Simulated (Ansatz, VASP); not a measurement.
**One calculation of Sb2Pt, two programs**

```
CELL_PARAMETERS angstrom
6.44230 0.00000 0.00000
0.00000 6.44230 0.00000
0.00000 0.00000 6.44230
ATOMIC_POSITIONS crystal
Sb 0.37530 0.37530 0.37530
Sb 0.12470 0.62470 0.87530
Sb 0.87530 0.12470 0.62470
Sb 0.62470 0.87530 0.12470
Sb 0.62470 0.62470 0.62470
Sb 0.87530 0.37530 0.12470
Sb 0.12470 0.87530 0.37530
Sb 0.37530 0.12470 0.87530
Pt 0.00000 0.00000 0.00000
Pt 0.50000 0.00000 0.50000
Pt 0.50000 0.50000 0.00000
Pt 0.00000 0.50000 0.50000
```

Alike in both runs: task single point; functional PBE; k mesh 4 × 4 × 4; occupations gaussian, width 0.1 eV; no spin polarisation.

|  | VASP | Ansatz |
| --- | --- | --- |
| version | VASP 6.6.1 | Ansatz 0.2.0 |
| potentials or method | VASP PAW PBE potentials, release 64 (Sb, Pt), cutoff 520 eV | scalar-relativistic, plane waves, PAW |
| valence electrons in the cell | 80 | 192 |

```csv
,VASP,Ansatz,Ansatz less VASP
gap on the k mesh at the Fermi level (eV),none,none,-
pressure (GPa),5.9,6.3,+0.35
rms of the force components (eV/Å),0.074,0.057,-0.0161
```

Atom by atom the forces differ by 0.016 eV/Å (rms over components). A gap of «none» marks a metal or a gap that the smearing closes. VASP's potentials hold 80 valence electrons a cell and Ansatz's 192, so a difference there can come from the potentials and not from the codes.

Spin-orbit coupling is off throughout.
